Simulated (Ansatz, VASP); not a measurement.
# Two plane-wave programs on AgRh

File POSCAR:

```
AgRh
1.0
    2.7208868163      0.0000000000      0.0000000000
   -1.3604434081      2.3563571037      0.0000000000
    0.0000000000      0.0000000000      4.7104397215
Ag Rh
1 1
Direct
    0.0000000000      0.0000000000      0.5000000000
    0.6666666667      0.3333333333      0.0000000000
```

Contents of INCAR.step1:

```
SYSTEM = AgRh
PREC = Accurate
ENCUT = 520
ISMEAR = -1
SIGMA = 0.05
LREAL = .False.
LASPH = .True.
NELM = 80
NBANDS = 20
GGA = PE
ALGO = Normal
EDIFF = 1E-4
LWAVE = .True.
LCHARG = .False.
```

The input INCAR.step2:

```
SYSTEM = AgRh
PREC = Accurate
ENCUT = 520
EDIFF = 1E-6
ISMEAR = -1
SIGMA = 0.05
LREAL = .False.
LASPH = .True.
NELM = 80
ALGO = Normal
ISIF = 2
LWAVE = .False.
LCHARG = .False.
METAGGA = R2SCAN
LMIXTAU = .True.
NBANDS = 20
ISTART = 1
```

File KPOINTS:

```
Automatic mesh
0
Gamma
  11 11 6
  0 0 0
```

File input.yaml:

```yaml
crystal:
  lattice:
    - [2.7208868163, 0.0, 0.0]
    - [-1.3604434081, 2.3563571037, 0.0]
    - [0.0, 0.0, 4.7104397215]
  atoms:
    - { symbol: Ag, position: [0.0, 0.0, 0.5] }
    - { symbol: Rh, position: [0.6666666667, 0.3333333333, 0.0] }
hamiltonian:
  xc: r2scan
  pseudopotentials: { kind: paw }
kpoints:
  mp_grid: { grid: [11, 11, 6] }
scf:
  occupations: { method: fermi_dirac, width: 0.05 }
output:
  forces: true
  stress: true
  eigenvalues: true
```

Alike in both runs: task single point; functional r2SCAN; k mesh 11 × 11 × 6; occupations fermi-dirac, width 0.05 eV; no spin polarisation.

|  | VASP | Ansatz |
| --- | --- | --- |
| version | VASP 6.6.1 | Ansatz 0.2.0 |
| potentials or method | VASP PAW PBE potentials, release 64 (Ag, Rh_pv) | Ansatz PAW |
| plane-wave cutoff (eV) | 520 | 500 |
| valence electrons in the cell | 26 | 36 |

|  | VASP | Ansatz | Ansatz less VASP |
| --- | --- | --- | --- |
| gap on the k mesh at the Fermi level (eV) | none | none | - |
| pressure (GPa) | 4.3 | 3.6 | -0.68 |
| traceless stress, the component that is largest in VASP (GPa) | -1.33 | -1.19 | +0.144 |

VASP's potentials were made for PBE, not for r2SCAN. A gap of «none» marks a metal or a gap that the smearing closes. With one functional, cell and mesh, what is left measures potentials, basis and numerics. VASP's potentials hold 26 valence electrons a cell and Ansatz's 36, so a difference there can come from the potentials and not from the codes.
